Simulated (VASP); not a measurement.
A run of VASP 6.6.1:

INCAR

```
  PREC = Accurate
  ENCUT = 520
  EDIFF = 1E-6
  ISMEAR = 0
  SIGMA = 0.02
  LREAL = False
  LASPH = True
  NELM = 60
  ALGO = Normal
  ISIF = 2
  LWAVE = False
  LCHARG = False
  GGA = PS
  NBANDS = 35
```

Contents of KPOINTS:

```
Automatic mesh
0
Gamma
  6 6 8
```

File POSCAR:

```
SnO2
1.0
    4.7430271022      0.0000000000      0.0000000000
    0.0000000000      4.7430271022      0.0000000000
    0.0000000000      0.0000000000      3.2605817797
Sn O
2 4
Direct
    0.5000000000      0.5000000000      0.5000000000
    0.0000000000      0.0000000000      0.0000000000
    0.1932288425      0.8067711575      0.5000000000
    0.8067711575      0.1932288425      0.5000000000
    0.3067711575      0.3067711575      0.0000000000
    0.6932288425      0.6932288425      0.0000000000
```

Potentials or basis: VASP PAW PBE potentials, release 64 (Sn_d, O).

Command:

```bash
$ cat potpaw_PBE.64/Sn_d/POTCAR potpaw_PBE.64/O/POTCAR > POTCAR
$ mpirun -np 1 vasp_std > vasp.out
```

Hardware: 1 thread of Intel(R) Xeon(R) 6975P-C (Granite Rapids) (shared host).

Question: How long does it take, and how much memory?

Answer: Run time: 87 s on 1 thread of Intel(R) Xeon(R) 6975P-C (Granite Rapids), on a shared host, peak memory 0.23 GiB. Counts: scf iterations 14, k points 50.
